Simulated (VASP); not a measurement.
# Sc (Fd-3m) in VASP: a series of runs, part 2 of 2

VASP 6.6.1. Earlier steps stand in the parts before.

**3. Single point, PBE**

This run uses another cell than the first one, of 14.59 Å³/atom.

The input, INCAR:

```
SYSTEM = Sc
PREC = Accurate
ENCUT = 500
EDIFF = 1E-6
ISMEAR = 0
SIGMA = 0.05
LREAL = .FALSE.
LASPH = .TRUE.
NELM = 120
ALGO = Normal
ISIF = 2
LWAVE = .FALSE.
LCHARG = .FALSE.
GGA = PE
NBANDS = 18
GGA_COMPAT = .FALSE.
```

The input, KPOINTS:

```
Automatic mesh
0
G
  12 12 12
  0 0 0
```

The input, POSCAR:

```
Sc
1.0
    0.0000000000      2.4433123212      2.4433123212
    2.4433123212      0.0000000000      2.4433123212
    2.4433123212      2.4433123212      0.0000000000
Sc
2
Direct
    1.0000000000      1.0000000000      1.0000000000
    0.2500000000      0.2500000000      0.2500000000
```

Potentials or basis: VASP PAW PBE potentials, release 64 (Sc_sv).

On the command line:

```bash
$ cat potpaw_PBE.64/Sc_sv/POTCAR > POTCAR
$ mpirun -np 1 vasp_std > vasp.out
```

OUTCAR:

```text
SYSTEM = Sc
   PREC = Accurate
   ENCUT = 500
   EDIFF = 1E-6
   ISMEAR = 0
   LREAL = .FALSE.
   LASPH = .TRUE.
   NELM = 120
   ISIF = 2
   GGA = PE

 ion  position               nearest neighbor table
   1  0.000  0.000  0.000-   2 2.12   2 2.12   2 2.12   2 2.12
   2  0.250  0.250  0.250-   1 2.12   1 2.12   1 2.12   1 2.12

  LATTYP: Found a face centered cubic cell.
 ALAT       =     4.8866246424

  Lattice vectors:

 A1 = (   0.0000000000,   2.4433123212,   2.4433123212)
 A2 = (   2.4433123212,   0.0000000000,   2.4433123212)
 A3 = (   2.4433123212,   2.4433123212,   0.0000000000)

Analysis of symmetry for initial positions (statically):
=====================================================================
 Subroutine PRICEL returns:
 Original cell was already a primitive cell.

 Routine SETGRP: Setting up the symmetry group for a
 face centered cubic supercell.

 Subroutine GETGRP returns: Found 48 space group operations
 (whereof 24 operations were pure point group operations)
 out of a pool of 48 trial point group operations.

The static configuration has the point symmetry T_d .
 The point group associated with its full space group is O_h .

Analysis of symmetry for dynamics (positions and initial velocities):
=====================================================================
 Subroutine PRICEL returns:
 Original cell was already a primitive cell.

 Routine SETGRP: Setting up the symmetry group for a
 face centered cubic supercell.

 Subroutine GETGRP returns: Found 48 space group operations
 (whereof 24 operations were pure point group operations)
 out of a pool of 48 trial point group operations.

The dynamic configuration has the point symmetry T_d .
 The point group associated with its full space group is O_h .

 Subroutine INISYM returns: Found 48 space group operations
 (whereof 24 operations are pure point group operations),
 and found     1 'primitive' translations

----------------------------------------------------------------------------------------

                                     Primitive cell

  volume of cell :      29.1721

  direct lattice vectors                    reciprocal lattice vectors
     0.000000000  2.443312321  2.443312321    -0.204640232  0.204640232  0.204640232
     2.443312321  0.000000000  2.443312321     0.204640232 -0.204640232  0.204640232
     2.443312321  2.443312321  0.000000000     0.204640232  0.204640232 -0.204640232

  length of vectors
     3.455365422  3.455365422  3.455365422     0.354447279  0.354447279  0.354447279

  position of ions in fractional coordinates (direct lattice)
     0.000000000  0.000000000  0.000000000
     0.250000000  0.250000000  0.250000000

  ion indices of the primitive-cell ions
   primitive index   ion index
                 1           1
                 2           2

----------------------------------------------------------------------------------------

 KPOINTS: Automatic mesh

Automatic generation of k-mesh.
 Grid dimensions read from file:
 generate k-points for:   12   12   12

 Generating k-lattice:

  Cartesian coordinates                     Fractional coordinates (reciprocal lattice)
    -0.017053353  0.017053353  0.017053353     0.083333333  0.000000000  0.000000000
     0.017053353 -0.017053353  0.017053353     0.000000000  0.083333333  0.000000000
     0.017053353  0.017053353 -0.017053353     0.000000000  0.000000000  0.083333333

  Length of vectors
     0.029537273  0.029537273  0.029537273

  Shift w.r.t. Gamma in fractional coordinates (k-lattice)
     0.000000000  0.000000000  0.000000000

 Subroutine IBZKPT returns following result:
 ===========================================

 Found     72 irreducible k-points:

 Following reciprocal coordinates:
            Coordinates               Weight
  0.000000  0.000000  0.000000      1.000000
  0.083333  0.000000  0.000000      8.000000
  0.166667  0.000000  0.000000      8.000000
  0.250000  0.000000  0.000000      8.000000
  0.333333  0.000000  0.000000      8.000000
  0.416667  0.000000  0.000000      8.000000
[... 16 lines left out ...]
  0.500000  0.166667  0.000000     24.000000
 -0.416667  0.166667  0.000000     24.000000
 [... further k-points ...]
   k-points           NKPTS =     72   k-points in BZ     NKDIM =     72   number of bands    NBANDS=     18
   number of dos      NEDOS =    301   number of ions     NIONS =      2
   total plane-waves  NPLWV =  21952
   dimension x,y,z NGX =    28 NGY =   28 NGZ =   28
   dimension x,y,z NGXF=    56 NGYF=   56 NGZF=   56
   ions per type =               2
   NGX,Y,Z   is equivalent  to a cutoff of  13.47, 13.47, 13.47 a.u.
   NGXF,Y,Z  is equivalent  to a cutoff of  26.94, 26.94, 26.94 a.u.
 SYSTEM =  Sc
   PREC   = accura    normal or accurate (medium, high low for compatibility)
   ISTART =      0    job   : 0-new  1-cont  2-samecut
   ICHARG =      2    charge: 1-file 2-atom 10-const
   ISPIN  =      1    spin polarized calculation?
   LNONCOLLINEAR =      F non collinear calculations
   LSORBIT =      F    spin-orbit coupling
   LASPH  =      T    aspherical Exc in radial PAW
   ENCUT  =  500.0 eV  36.75 Ry    6.06 a.u.   6.30  6.30  6.30*2*pi/ulx,y,z
   NELM   =    120;   NELMIN=  2; NELMDL= -5     # of ELM steps
   EDIFF  = 0.1E-05   stopping-criterion for ELM
   LREAL  =      F    real-space projection
   EDIFFG = 0.1E-04   stopping-criterion for IOM
   NSW    =      0    number of steps for IOM
   IBRION =     -1    ionic relax: 0-MD 1-quasi-New 2-CG
   NFREE  =      0    steps in history (QN), initial steepest desc. (CG)
   ISIF   =      2    stress and relaxation
   ISYM   =      2    0-nonsym 1-usesym 2-fastsym
   POTIM  = 0.5000    time-step for ionic-motion
   TEBEG  =    0.0;   TEEND  =   0.0 temperature during run
   PSTRESS=    0.0 pullay stress
   NELECT =      22.0000    total number of electrons
   NUPDOWN=      -1.0000    fix difference up-down
   EMIN   =  10.00;   EMAX   =-10.00  energy-range for DOS
   EFERMI =   0.00;   METHOD = LEGACY
   ISMEAR =     0;   SIGMA  =   0.05  broadening in eV -4-tet -1-fermi 0-gaus
   EFERMI_NEDOS =   21; number of points for ismear=-14 and -15
   IALGO  =     38    algorithm
   IMIX   =      4    mixing-type and parameters
     AMIX     =   0.40;   BMIX     =  1.00
     AMIX_MAG =   1.60;   BMIX_MAG =  1.00
  volume/ion in A,a.u.               =      14.59        98.43
  Fermi-wavevector in a.u.,A,eV,Ry     =   1.490139  2.815954 30.211925  2.220514
  Thomas-Fermi vector in A             =   2.602959
   LORBIT       =      0    0 simple, 1 ext, 2 COOP (PROOUT), +10 PAW based schemes
   GGA     = PE    functional components
   LHFCALC =     F    Hartree Fock is set to
   AEXX    =    0.0000 exact exchange contribution
   IVDW    =     0    specifies the selected vdW correction
   LEPSILON=     F    determine dielectric tensor
   LRPA    =     F    only Hartree local field effects (RPA)
 non-spin polarized calculation
 Gauss-broadening in eV      SIGMA  =   0.05
  energy-cutoff  :      500.00
  volume of cell :       29.17
 maximum number of plane-waves:       754
 NGX is ok and might be reduce to    28
   NGX = 13   NGY = 13   NGZ = 13

 number of electron      21.9999999 magnetization

 Free energy of the ion-electron system (eV)
  ---------------------------------------------------
  ext. energy  EPLUGINS =         0.00000000
  ---------------------------------------------------
  free energy    TOTEN  =        -6.32391366 eV

  energy without entropy =       -6.32206193  energy(sigma->0) =       -6.32298779

 E-fermi :   7.5134     XC(G=0): -11.9605

 val. band max:        7.4698729872   @ k =   0.4167   0.3333   0.0833
 cond. band min:       7.5206360575   @ k =  -0.4167   0.1667   0.0833
 fundamental gap:      0.0507630702
 Fermi energy:         7.5133936431

 k-point     1 :       0.0000    0.0000    0.0000
  band No.  band energies     occupation
      1     -43.1274      2.00000
      2     -40.1550      2.00000
      3     -21.8774      2.00000
      4     -21.8774      2.00000
      5     -21.8774      2.00000
      6     -19.2732      2.00000
[... 10 lines left out ...]
     17      11.1251      0.00000
     18      15.0011      0.00000
[... 463 lines left out ...]
 k-point    24 :      -0.4167    0.1667    0.0000
  band No.  band energies     occupation
      1     -42.3292      2.00000
      2     -41.1026      2.00000
      3     -22.6723      2.00000
      4     -22.3625      2.00000
      5     -21.5325      2.00000
      6     -19.3720      2.00000
[... 10 lines left out ...]
     17      12.1233      0.00000
     18      13.5401      0.00000

 [... further k-points ...]

------------------------ aborting loop because EDIFF is reached ----------------------------------------

  FORCE on cell =-STRESS in cart. coord.  units (eV):
  Direction    XX          YY          ZZ          XY          YZ          ZX
  --------------------------------------------------------------------------------------
  -------------------------------------------------------------------------------------
  Total        7.8887372      7.8887372      7.8887372      0.0000000      0.0000000     -0.0000000
  in kB      433.2625208    433.2625208    433.2625208      0.0000000      0.0000000     -0.0000000
  external PRESSURE =     433.2625208 kB  Pullay stress =       0.0000000 kB

 VOLUME and BASIS-vectors are now :
 -----------------------------------------------------------------------------
  energy-cutoff  :      500.00
  volume of cell :       29.17
      direct lattice vectors                 reciprocal lattice vectors
     0.000000000  2.443312321  2.443312321    -0.204640232  0.204640232  0.204640232
     2.443312321  0.000000000  2.443312321     0.204640232 -0.204640232  0.204640232
     2.443312321  2.443312321  0.000000000     0.204640232  0.204640232 -0.204640232

 POSITION                                       TOTAL-FORCE (eV/Angst)
 -----------------------------------------------------------------------------------
      0.00000      0.00000      0.00000        -0.000000      0.000000     -0.000000
      1.22166      1.22166      1.22166         0.000000     -0.000000      0.000000
 -----------------------------------------------------------------------------------
    total drift:                                0.000000      0.000000      0.000000

  FREE ENERGIE OF THE ION-ELECTRON SYSTEM (eV)
  ---------------------------------------------------
  free  energy   TOTEN  =        -6.3239136578 eV

  energy  without entropy=       -6.3220619274  energy(sigma->0) =       -6.32298779
```

stdout:

```text
POSCAR found type information on POSCAR Sc
 POSCAR found :  1 types and       2 ions
 scaLAPACK will be used
 LDA part: xc-table for (Slater+PW92), standard interpolation
 POSCAR, INCAR and KPOINTS ok, starting setup
 FFT: planning ... GRIDC
 FFT: planning ... GRID_SOFT
 FFT: planning ... GRID
 WAVECAR not read
 entering main loop
```

Run time: 57 s. Hardware: 1 thread of Intel Xeon Platinum 8375C at 2.90GHz (Ice Lake), shared host; peak memory 0.17 GiB.

Results:

| Item | Value |
| --- | --- |
| Free energy | -6.3239 eV |
| Pressure | 43.3 GPa |
| Band gap on the k mesh | zero (bands 11 and 12 overlap by 1.25 eV) |

Levels at points of the mesh, in eV from the Fermi level:
```csv
k point,band 7,band 8,band 9,band 10,band 11,band 12,band 13,band 14,band 15,band 16
"(0.00, 0.00, 0.00)",-26.79,-26.79,-5.31,-1.65,-1.65,0.44,0.44,0.44,3.61,3.61
"(0.50, 0.00, 0.00)",-26.28,-26.28,-2.67,-1.52,-1.52,-0.83,-0.06,-0.06,2.78,5.15
"(0.50, 0.50, 0.00)",-25.74,-25.74,-3.69,-3.69,0.03,0.03,2.35,2.35,3.41,3.41
```

Caveat: the cell stands under pressure.

**4. Single point, PBE**

This run uses another cell than the first one, of 16.92 Å³/atom.

The input, INCAR:

```
PREC     = Accurate       # precision mode
ENCUT    = 500            # plane-wave cutoff, eV
EDIFF    = 1E-6           # SCF threshold, eV
ISMEAR   = 0              # smearing method
SIGMA    = 0.05           # smearing width, eV
LREAL    = False          # projectors in reciprocal space
LASPH    = True           # aspherical terms in the spheres
NELM     = 120            # most SCF steps
ALGO     = Normal         # electronic algorithm
ISIF     = 2              # what is computed and relaxed
LWAVE    = False          # write WAVECAR
LCHARG   = True           # write CHGCAR
GGA      = PE             # functional
LELF     = True           # ELF
LVHAR    = True         
NBANDS   = 18             # bands
GGA_COMPAT= False
```

The input, KPOINTS:

```
regular mesh
0
Gamma
  12 12 12
```

The input, POSCAR:

```
Sc
1.0
    0.0000000000      2.5671932971      2.5671932971
    2.5671932971      0.0000000000      2.5671932971
    2.5671932971      2.5671932971      0.0000000000
Sc
2
Direct
    1.0000000000      1.0000000000      1.0000000000
    0.2500000000      0.2500000000      0.2500000000
```

On the command line:

```bash
$ cat potpaw_PBE.64/Sc_sv/POTCAR > POTCAR
$ mpirun -np 1 vasp_std > vasp.out
```

It took 42 s on 1 thread of Intel Xeon Platinum 8375C at 2.90GHz (Ice Lake), shared host; peak memory 0.17 GiB.

The run converged. Its results:

```
Free energy            : -7.2318 eV
Pressure               : 21.6 GPa
Band gap on the k mesh : zero (bands 11 and 12 overlap by 1.61 eV)
```

Levels at points of the mesh, in eV from the Fermi level:
```tsv
k point	band 8	band 9	band 10	band 11	band 12	band 13	band 14	band 15
(0.00, 0.00, 0.00)	-27.07	-5.16	-1.22	-1.22	0.38	0.38	0.38	3.02
(0.50, 0.00, 0.00)	-26.72	-2.27	-1.17	-1.17	-1.08	0.09	0.09	2.09
(0.50, 0.50, 0.00)	-26.36	-3.07	-3.07	0.20	0.20	2.24	2.24	2.39
```

Caveat: the cell stands under pressure.

**5. Single point, PBE**

This run uses another cell than the first one, of 34.41 Å³/atom.

The input, INCAR:

```
SYSTEM = Sc
PREC     = Accurate       ! precision mode
ENCUT    = 500            ! plane-wave cutoff, eV
EDIFF    = 1E-6           ! SCF threshold, eV
ISMEAR   = 0              ! smearing method
SIGMA    = 0.05           ! smearing width, eV
LREAL    = .FALSE.        ! projectors in reciprocal space
LASPH    = .TRUE.         ! aspherical terms in the spheres
NELM     = 120            ! most SCF steps
ALGO     = Normal         ! electronic algorithm
ISIF     = 2              ! what is computed and relaxed
LWAVE    = .FALSE.        ! write WAVECAR
LCHARG   = .FALSE.        ! write CHGCAR
GGA      = PE             ! functional
NBANDS   = 18             ! bands
GGA_COMPAT= .FALSE.
```

The input, KPOINTS:

```
regular mesh
0
G
  12 12 12
  0 0 0
```

The input, POSCAR:

```
Sc
1.0
    0.0000000000      3.2524847942      3.2524847942
    3.2524847942      0.0000000000      3.2524847942
    3.2524847942      3.2524847942      0.0000000000
Sc
2
Direct
    1.0000000000      1.0000000000      1.0000000000
    0.2500000000      0.2500000000      0.2500000000
```

On the command line:

```bash
$ cat potpaw_PBE.64/Sc_sv/POTCAR > POTCAR
$ mpirun -np 1 vasp_std > vasp.out
```

Wall time 1.7 min (1 thread of Intel Xeon Platinum 8375C at 2.90GHz (Ice Lake), shared host); peak memory 0.23 GiB.

It converged, with:

```
Free energy            : -8.5195 eV
Pressure               : 0.0 GPa
Band gap on the k mesh : zero (bands 11 and 12 overlap by 0.67 eV)
```

Levels at points of the mesh, in eV from the Fermi level:
| k point | band 7 | band 8 | band 9 | band 10 | band 11 | band 12 | band 13 | band 14 | band 15 | band 16 |
| --- | --- | --- | --- | --- | --- | --- | --- | --- | --- | --- |
| (0.00, 0.00, 0.00) | -28.35 | -28.35 | -4.07 | 0.01 | 0.01 | 0.21 | 0.21 | 0.21 | 1.57 | 1.57 |
| (0.50, 0.00, 0.00) | -28.31 | -28.31 | -1.87 | -0.97 | -0.03 | -0.03 | 0.33 | 0.33 | 0.39 | 2.20 |
| (0.50, 0.50, 0.00) | -28.26 | -28.26 | -1.02 | -1.02 | -0.25 | -0.25 | 0.44 | 0.44 | 1.64 | 1.64 |

**6. Summary**

| cell | gap on the mesh (eV) | pressure (GPa) |
| --- | --- | --- |
| a = 3.358 Å, angles 60.0°, 2 atoms | none | 64.9 |
| a = 3.455 Å, angles 60.0°, 2 atoms | none | 43.3 |
| a = 3.631 Å, angles 60.0°, 2 atoms | none | 21.6 |
| a = 4.600 Å, angles 60.0°, 2 atoms | none | 0.0 |

Alike in all rows: task single point; level PBE; potentials or basis VASP PAW PBE potentials, release 64 (Sc_sv); no spin polarisation; k mesh 12 × 12 × 12; cutoff (eV) 500; smearing gaussian 0.05 eV.

Caveats: the cell stands under pressure (at least some runs); atoms lie so close that the PAW spheres overlap strongly, which falsifies energies and pressures (at least some runs).

Absolute energies hang on the potentials; compare differences alone.

The gap in the log of VASP goes by the Fermi energy; the results here count the filled bands.